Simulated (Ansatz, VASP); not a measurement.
## One calculation of Pd, two programs

```
Pd
1.0
     0.00000    1.92825    1.92825
     1.92825    0.00000    1.92825
     1.92825    1.92825    0.00000
Pd
1
Cartesian
  0.0000 0.0000 0.0000
```

Alike in both runs: functional PBEsol; dispersion D4; k mesh 18 × 18 × 18; occupations gaussian, width 0.1 eV; no spin polarisation.

Ansatz relaxed the structure, and its values are those at the end. VASP's run is a single point on that final structure, the one shown.

|  | VASP | Ansatz |
| --- | --- | --- |
| version | VASP 6.6.1 | Ansatz 0.2.0 |
| potentials or method | VASP PAW PBE potentials, release 64 (Pd), cutoff 500 eV | scalar-relativistic, plane waves, PAW |
| valence electrons in the cell | 10 | 18 |

|  | VASP | Ansatz | Ansatz less VASP |
| --- | --- | --- | --- |
| gap on the k mesh at the Fermi level (eV) | none | none | - |
| pressure (GPa) | -0.3 | 0.0 | +0.29 |

VASP's potentials were made for PBE, not for PBEsol, and Ansatz warns of the same on its side. A gap of «none» marks a metal or a gap that the smearing closes. VASP's potentials hold 10 valence electrons a cell and Ansatz's 18, so a difference there can come from the potentials and not from the codes.
